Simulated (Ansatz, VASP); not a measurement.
## One calculation of TlGe2, two programs

```
Tl Ge
1.0
     4.31329    0.00000    0.00000
    -2.15664    3.73542    0.00000
     0.00000    0.00000    4.90518
Tl Ge
1 2
Direct
  0.00000 0.00000 0.00000
  0.33333 0.66667 0.50000
  0.66667 0.33333 0.50000
```

Alike in both runs: functional r2SCAN; k mesh 10 × 10 × 8; occupations fermi-dirac, width 0.03 eV; no spin polarisation.

Ansatz relaxed the structure, and its values are those at the end. VASP's run is a single point on that final structure, the one shown.

```csv
,VASP,Ansatz
version,VASP 6.6.1,Ansatz 0.2.0
potentials or method,"VASP PAW PBE potentials, release 64 (Tl_d, Ge_d)","PAW with Ansatz's default frozen-core files, scalar-relativistic"
plane-wave cutoff (eV),520,500
valence electrons in the cell,41,41
```

|  | VASP | Ansatz | Ansatz less VASP |
| --- | --- | --- | --- |
| pressure (GPa) | 0.0 | 0.0 | +0.05 |

VASP's potentials were made for PBE, not for r2SCAN.

Neither program's run includes spin-orbit coupling.
